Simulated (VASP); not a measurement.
KHf3O2:

```xyz
6
Lattice="4.1844 0.0000 0.0000 -2.0922 3.6238 0.0000 0.0000 0.0000 8.8297" Properties=species:S:1:pos:R:3 pbc="T T T"
K     0.0000    0.0000    0.0000
Hf    0.0000    0.0000    2.3609
Hf    0.0000    0.0000    6.4688
Hf    0.0000    0.0000    4.4149
O     0.0000    2.4159    7.6648
O     2.0922    1.2079    1.1649
```

The cell was built from a structure type or drawn by symmetry, and may not be a known phase.

```yaml
Program: VASP 6.6.1
Task: relaxation of cell and atoms
Functional: PBE
Potentials_or_basis: VASP PAW PBE potentials, release 64 (K_sv, Hf_pv, O)
Cutoff: 600 eV
k_mesh: 6 × 6 × 2
Occupations: gaussian, width 0.1 eV
Spin: no spin polarisation
```

At the start: pressure 7.5 GPa; volume 22.31 Å³/atom.

Task: Where does the relaxation end?

Result: Over 17 steps the energy falls by 2737.3 meV/atom and the volume is 17.56 Å³/atom (-21.3 %); space group P-3m1 (No. 164, to 0.1 Å) before and after.

Step by step:
| step | energy change (eV) | largest force (eV/Å) | pressure (GPa) | volume (Å³) |
| --- | --- | --- | --- | --- |
| 1 | 0.0000 | 8.7633 | 7.49 | 133.89 |
| 2 | -12.7299 | 1.9781 | -13.18 | 137.82 |
| 3 | -12.2037 | 1.8782 | -15.03 | 139.61 |
| 4 | -12.5633 | 1.8568 | -14.26 | 138.85 |
| 5 | -13.7553 | 5.6956 | 15.56 | 103.24 |
| 6 | -14.2734 | 3.8522 | 0.82 | 113.86 |
| 7 | -15.4429 | 2.1950 | 0.03 | 107.66 |
| 8 | -15.7131 | 1.4986 | 0.26 | 103.67 |
| 9 | -15.9522 | 1.0270 | 0.80 | 103.00 |
| 10 | -16.3438 | 0.2737 | 4.19 | 100.91 |
| 11 | -16.2589 | 0.9997 | -5.91 | 111.33 |
| 12 | -16.4107 | 0.3831 | -0.44 | 104.95 |
| 13 | -16.4205 | 0.1130 | -0.29 | 105.96 |
| 14 | -16.4225 | 0.0777 | -0.33 | 105.66 |
| 15 | -16.4227 | 0.1125 | 0.56 | 104.88 |
| 16 | -16.4235 | 0.0609 | 0.13 | 105.25 |
| 17 | -16.4239 | 0.0318 | -0.04 | 105.35 |

Final structure:
```
K Hf O
1.0
     3.19387    0.00000    0.00000
    -1.59694    2.76598    0.00000
     0.00000    0.00000   11.92523
K Hf O
1 3 2
Direct
  0.00000 0.00000 0.00000
  0.00000 0.00000 0.26960
  0.00000 0.00000 0.73040
  0.00000 0.00000 0.50000
  0.33333 0.66667 0.83087
  0.66667 0.33333 0.16913
```

Caveat: the volume moved by over 15 % at a fixed basis, so the end points are rough; an odd number of electrons without spin polarisation forces a metal; a magnetic or distorted state may lie lower.
